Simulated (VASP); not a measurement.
A run of VASP 6.6.1 is set up as follows.

INCAR

```
SYSTEM = CdO5
PREC = Accurate ; ENCUT = 520
EDIFF = 1E-6 ; ISMEAR = 0
SIGMA = 0.1 ; LREAL = .False.
LASPH = .True. ; NELM = 150
ALGO = Normal ; ISIF = 2
LWAVE = .False. ; LCHARG = .True.
ISPIN = 2 ; MAGMOM = 0 1.05 1.05 1.05 1.05 1.05
LORBIT = 11 ; GGA = PE
LELF = .True. ; LVHAR = .True.
NBANDS = 34
```

File KPOINTS:

```
regular mesh
0
Gamma
  6 6 6
  0 0 0
```

POSCAR

```
CdO5
1.0
    0.0000000000      3.1223747955      3.1223747955
    3.1223747955      0.0000000000      3.1223747955
    3.1223747955      3.1223747955      0.0000000000
Cd O
1 5
Direct
    0.0000000000      0.0000000000      0.0000000000
    0.2500000000      0.2500000000      0.2500000000
    0.6233467642      0.6233467642      0.6233467642
    0.1299597075      0.6233467642      0.6233467642
    0.6233467642      0.6233467642      0.1299597075
    0.6233467642      0.1299597075      0.6233467642
```

Potentials or basis: VASP PAW PBE potentials, release 64 (Cd, O).

The run is started by

```bash
$ cat potpaw_PBE.64/Cd/POTCAR potpaw_PBE.64/O/POTCAR > POTCAR
$ mpirun -np 1 vasp_std > vasp.out
```

Problem. Estimate the site moments.

Solution. Cd -0.03; O +1.28, +0.52 (each value once) μB.

Problem. Predict the pressure.

Solution. 0.1 GPa.

Problem. Estimate the net moment.

Solution. 3.82 μB per cell.
